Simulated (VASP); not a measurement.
GaN:

```
CELL_PARAMETERS angstrom
0.00000 2.24895 2.24895
2.24895 0.00000 2.24895
2.24895 2.24895 0.00000
ATOMIC_POSITIONS crystal
Ga 0.00000 0.00000 0.00000
N 0.25000 0.25000 0.25000
```

Base run:

* Program: VASP 6.6.1
* Functional: r2SCAN
* Potentials or basis: VASP PAW PBE potentials, release 64 (Ga_d, N)
* Cutoff: 520 eV
* k mesh: 10 × 10 × 10
* Occupations: gaussian, width 0.01 eV
* Spin: no spin polarisation

Its results: band gap on the k mesh 2.16 eV, direct; pressure 1.1 GPa.

The run is repeated on the same cell with these changes: functional from r2SCAN to PBE. What comes out?

Band gap on the k mesh 1.76 eV, direct; pressure 6.3 GPa.

r2SCAN gives the wider gap, since meta-GGAs in the generalised Kohn-Sham scheme recover part of the derivative discontinuity.

Caveats: the PAW data sets were made with another functional, which shifts forces and pressure a little (some runs).

